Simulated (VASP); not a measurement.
**TiSn3O8: single point with PBE**

The system is TiSn3O8.

```xyz
12
Lattice="3.3385 -3.3319 0.0000 3.3385 3.3319 0.0000 0.0000 0.0000 6.2959" Properties=species:S:1:pos:R:3 pbc="T T T"
Sn    3.3385    0.0000    1.5473
Sn    3.3385    0.0000    4.7486
Sn    0.0000    0.0000    3.1480
Ti    0.0000    0.0000    0.0000
O     1.2738    0.0000    1.5094
O     5.4032    0.0000    1.5094
O     3.3385   -1.3523    0.0000
O     3.3385    1.3523    0.0000
O     1.2738    0.0000    4.7865
O     5.4032    0.0000    4.7865
O     3.3385   -1.2947    3.1480
O     3.3385    1.2947    3.1480
```

```
Program             : VASP 6.6.1
Task                : single point
Functional          : PBE
Potentials or basis : VASP PAW PBE potentials, release 64 (Sn_d, Ti_sv, O)
Cutoff              : 520 eV
k mesh              : 6 × 6 × 4
Occupations         : fermi-dirac, width 0.02 eV
Spin                : no spin polarisation
```

The pressure is 7.9 GPa. The largest force is 0.252 eV/Å and the band gap on the k mesh is 1.89 eV (least direct gap 2.13 eV).

Forces in eV/Å, atoms in the order of the input:
```
Sn   0.000  0.000 -0.005
Sn   0.000  0.000  0.005
Sn   0.000  0.000  0.000
Ti   0.000  0.000  0.000
O   -0.049  0.000 -0.142
O    0.049  0.000 -0.142
O    0.000 -0.252  0.000
O    0.000  0.252  0.000
O   -0.049  0.000  0.142
O    0.049  0.000  0.142
O    0.000 -0.050  0.000
O    0.000  0.050  0.000
```

Stress tensor (GPa, compression positive):
```
7.27 0.00 0.00
0.00 7.48 0.00
0.00 0.00 8.96
```

Levels at points of the mesh, in eV from the valence-band top:
```tsv
k point	band 48	band 49	band 50	band 51	band 52	band 53	band 54	band 55
(0.00, 0.00, 0.00)	-1.23	-0.70	-0.70	0.00	2.13	2.35	3.18	3.30
(0.50, 0.00, 0.00)	-1.05	-0.75	-0.65	-0.59	2.36	2.95	2.99	4.60
(0.50, 0.50, 0.00)	-0.96	-0.85	-0.82	-0.81	1.89	2.98	3.20	3.52
(0.00, 0.00, 0.50)	-0.68	-0.66	-0.63	-0.39	2.49	3.15	3.24	3.81
(0.50, 0.00, 0.50)	-1.07	-0.83	-0.73	-0.72	2.66	2.79	3.05	4.46
(0.50, 0.50, 0.50)	-0.83	-0.82	-0.80	-0.75	2.69	2.79	3.21	3.88
```

It took 5 min on 1 thread of Intel(R) Xeon(R) Platinum 8259CL CPU @ 2.50GHz (Skylake/Cascade Lake), with other jobs on the host, peak memory 0.41 GiB.

Caveat: the cell stands under pressure; spin-orbit coupling is left out, which moves the levels of the heavy elements. A k mesh can miss the band edges.
